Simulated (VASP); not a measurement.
Wanted: the native input for a VASP 6.6.1 run.

| Property | Result |
| --- | --- |
| Task | single point |
| Functional | r2SCAN |
| Dispersion | rVV10 |
| Potentials or basis | VASP PAW PBE potentials, release 64 (Ru_pv) |
| Cutoff | 520 eV |
| k mesh | 11 × 11 × 6 |
| Occupations | fermi-dirac, width 0.05 eV |
| Spin | no spin polarisation |
| Dipole correction | no |
| Further INCAR settings | ALGO = Normal; EDIFF = 1e-06; NBANDS = 21 |

The system is Ru.

```xyz
2
Lattice="2.6692 0.0000 0.0000 -1.3346 2.3116 0.0000 0.0000 0.0000 4.2240" Properties=species:S:1:pos:R:3 pbc="T T T"
Ru    1.3346    0.7705    3.1680
Ru    0.0000    1.5411    1.0560
```

One way to write it, as run:

POSCAR

```
Ru
1.0
    2.6692306523      0.0000000000      0.0000000000
   -1.3346153261      2.3116215535      0.0000000000
    0.0000000000      0.0000000000      4.2240293924
Ru
2
Direct
    0.6666666667      0.3333333333      0.7500000000
    0.3333333333      0.6666666667      0.2500000000
```

INCAR.step1

```
PREC     = Accurate       # precision mode
ENCUT    = 520            # plane-wave cutoff, eV
ISMEAR   = -1             # smearing method
SIGMA    = 0.05           # smearing width, eV
LREAL    = F              # projectors in reciprocal space
LASPH    = T              # aspherical terms in the spheres
NELM     = 100            # most SCF steps
NBANDS   = 21             # bands
GGA      = PE             # functional
ALGO     = Normal         # electronic algorithm
EDIFF    = 1E-4           # SCF threshold, eV
LWAVE    = T              # write WAVECAR
LCHARG   = F              # write CHGCAR
```

INCAR.step2

```
PREC     = Accurate       # precision mode
ENCUT    = 520            # plane-wave cutoff, eV
EDIFF    = 1E-6           # SCF threshold, eV
ISMEAR   = -1             # smearing method
SIGMA    = 0.05           # smearing width, eV
LREAL    = F              # projectors in reciprocal space
LASPH    = T              # aspherical terms in the spheres
NELM     = 100            # most SCF steps
ALGO     = Normal         # electronic algorithm
ISIF     = 2              # what is computed and relaxed
LWAVE    = F              # write WAVECAR
LCHARG   = F              # write CHGCAR
METAGGA  = R2SCAN         # meta-GGA
LMIXTAU  = T            
LUSE_VDW = T            
IVDW_NL  = 2            
BPARAM   = 11.95        
CPARAM   = 0.0093       
NBANDS   = 21             # bands
ISTART   = 1
```

KPOINTS

```
regular mesh
0
Gamma
  11 11 6
```

Potentials or basis: VASP PAW PBE potentials, release 64 (Ru_pv).

Run with:

```sh
$ cat potpaw_PBE.64/Ru_pv/POTCAR > POTCAR
$ cp INCAR.step1 INCAR
$ mpirun -np 1 vasp_std > vasp.out
$ cp INCAR.step2 INCAR
$ mpirun -np 1 vasp_std > vasp.out
```

Results of the run:

The pressure is 12.4 GPa and the band gap on the k mesh is zero (band 14 reaches 15.15 eV, above the bottom of band 15 at 11.73 eV).

Caveat: the PAW data sets were made with another functional, which shifts forces and pressure a little.

Wall time 110 s on 1 thread of Intel Xeon 6975P-C, with other jobs on the host, peak memory 0.23 GiB.
